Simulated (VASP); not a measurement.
Si: single point with LDA

The system is Si.

```
CELL_PARAMETERS angstrom
2.66565 0.00000 0.00000
-1.33282 2.30852 0.00000
0.00000 0.00000 4.49643
ATOMIC_POSITIONS crystal
Si 0.33333 0.66667 0.25000
Si 0.66667 0.33333 0.75000
```

```json
{
 "Program": "VASP 6.6.1",
 "Task": "single point",
 "Functional": "LDA",
 "Potentials or basis": "VASP PAW LDA potentials, release 64 (Si)",
 "Cutoff": "520 eV",
 "k mesh": "15 × 15 × 8",
 "Occupations": "fermi-dirac, width 0.1 eV",
 "Spin": "no spin polarisation"
}
```

```
Pressure               : -0.3 GPa
Band gap on the k mesh : zero (band 4 reaches 19.66 eV, above the bottom of band 5 at 7.02 eV)
```

Stress tensor (GPa, compression positive):
```
-0.68  0.00  0.00
 0.00 -0.68  0.00
 0.00  0.00  0.62
```

Levels at points of the mesh, in eV from the Fermi level:
```
           k point  band 1  band 2  band 3  band 4  band 5  band 6  band 7  band 8  band 9
(0.00, 0.00, 0.00)  -14.83   -8.20   -7.34    8.92    8.92   10.23   10.23   10.80   11.10
(0.00, 0.00, 0.50)  -13.05  -13.05    0.68    0.68   10.27   10.27   10.27   10.27   12.02
```

Wall time 17 s on 1 thread of AMD EPYC 9R45 96-Core Processor (Zen 5), with other jobs on the host, peak memory 0.11 GiB.
